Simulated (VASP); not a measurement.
TlAs2:

```
Tl As
1.0
     0.00000    3.25854    3.25854
     3.25854    0.00000    3.25854
     3.25854    3.25854    0.00000
Tl As
1 2
Direct
  0.00000 0.00000 0.00000
  0.25000 0.25000 0.25000
  0.75000 0.75000 0.75000
```

* Program: VASP 6.6.1
* Task: relaxation of cell and atoms
* Functional: PBE
* Potentials or basis: VASP PAW PBE potentials, release 64 (Tl_d, As)
* Cutoff: 600 eV
* k mesh: 4 × 4 × 4
* Occupations: gaussian, width 0.1 eV
* Spin: no spin polarisation

At the start: pressure 11.3 GPa; volume 23.07 Å³/atom.

Task: How do energy, volume and symmetry change on relaxing?

Result: Over 3 steps the energy falls by 113.2 meV/atom and the volume is 26.75 Å³/atom (+16.0 %); space group Fm-3m (No. 225, to 0.1 Å) before and after.

Step by step:
| step | energy change (eV) | largest force (eV/Å) | pressure (GPa) | volume (Å³) |
| --- | --- | --- | --- | --- |
| 1 | 0.0000 | 0.0000 | 11.34 | 69.20 |
| 2 | -0.2634 | 0.0000 | -3.42 | 86.87 |
| 3 | -0.3396 | 0.0000 | 0.04 | 80.24 |

Final structure:
```cif
data_structure
_symmetry_space_group_name_H-M 'P 1'
_symmetry_Int_Tables_number 1
_cell_length_a 4.8414
_cell_length_b 4.8414
_cell_length_c 4.8414
_cell_angle_alpha 60.000
_cell_angle_beta 60.000
_cell_angle_gamma 60.000
_cell_volume 80.24
loop_
_atom_site_label
_atom_site_type_symbol
_atom_site_fract_x
_atom_site_fract_y
_atom_site_fract_z
_atom_site_occupancy
Tl1 Tl 0.00000 0.00000 0.00000 1
As1 As 0.25000 0.25000 0.25000 1
As2 As 0.75000 0.75000 0.75000 1
```

Caveat: the k points lie up to 0.40 Å⁻¹ apart in the final cell, too coarse for converged energies and pressures of a metal; the volume moved by over 15 % at a fixed basis, so the end points are rough; an odd number of electrons without spin polarisation forces a metal; a magnetic or distorted state may lie lower.
